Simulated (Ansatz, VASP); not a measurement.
# One calculation of CdF2, two programs

```xyz
3
Lattice="0.0000 2.6940 2.6940 2.6940 0.0000 2.6940 2.6940 2.6940 0.0000" Properties=species:S:1:pos:R:3 pbc="T T T"
Cd    0.1516    0.1516    0.1516
F     1.3470    1.3470    1.3470
F     4.0410    4.0410    4.0410
```

Change from the starting cell: all Cd atoms moved +0.263 Å, as atom 1 along Cartesian [1 1 1].

Alike in both runs: task single point; functional LDA; k mesh 8 × 8 × 8; occupations gaussian, width 0.05 eV; no spin polarisation.

|  | VASP | Ansatz |
| --- | --- | --- |
| version | VASP 6.6.1 | Ansatz 0.2.0 |
| potentials or method | VASP PAW LDA potentials, release 64 (Cd_sv_GW, F), cutoff 600 eV | scalar-relativistic, plane waves, PAW |
| valence electrons in the cell | 34 | 34 |

```tsv
	VASP	Ansatz	Ansatz less VASP
gap on the k mesh at the Fermi level (eV)	2.88	2.88	-0.002
least direct gap on the mesh (eV)	3.34	3.34	-0.007
pressure (GPa)	-2.2	-1.7	+0.53
traceless stress, the component that is largest in VASP (GPa)	2.66	2.60	-0.058
rms of the force components (eV/Å)	0.722	0.705	-0.0171
```

LDA's correlation is that of Perdew and Zunger in VASP and of Perdew and Wang (1992) in Ansatz. Atom by atom the forces differ by 0.017 eV/Å (rms over components).
